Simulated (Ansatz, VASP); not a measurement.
**HfCl4F in VASP and in Ansatz**

```xyz
6
Lattice="5.0607 0.0000 0.0000 0.0000 5.0607 0.0000 0.0000 0.0000 7.1363" Properties=species:S:1:pos:R:3 pbc="T T T"
Hf    0.0000    0.0000    0.0000
Cl    2.5303    0.0000    5.3453
Cl    0.0000    2.5303    1.7909
Cl    2.5303    0.0000    1.7909
Cl    0.0000    2.5303    5.3453
F     2.5303    2.5303    3.5681
```

Change from the starting cell: species swapped into the Mg4SiGe type (P4/mmm, No. 123).

Alike in both runs: task single point; functional PBE; k mesh 4 × 4 × 4; occupations gaussian, width 0.1 eV; no spin polarisation.

|  | VASP | Ansatz |
| --- | --- | --- |
| version | VASP 6.6.1 | Ansatz 0.2.0 |
| potentials or method | VASP PAW PBE potentials, release 64 (Hf_pv, Cl, F), cutoff 520 eV | scalar-relativistic, plane waves, PAW |
| valence electrons in the cell | 45 | 61 |

|  | VASP | Ansatz | Ansatz less VASP |
| --- | --- | --- | --- |
| gap on the k mesh at the Fermi level (eV) | none | none | - |
| pressure (GPa) | -11.4 | -11.3 | +0.17 |
| traceless stress, the component that is largest in VASP (GPa) | 0.92 | 0.92 | -0.009 |
| rms of the force components (eV/Å) | 0.816 | 0.810 | -0.0055 |

Atom by atom the forces differ by 0.006 eV/Å (rms over components). A gap of «none» marks a metal or a gap that the smearing closes. VASP's potentials hold 45 valence electrons a cell and Ansatz's 61, so a difference there can come from the potentials and not from the codes.

Neither program's run includes spin-orbit coupling.
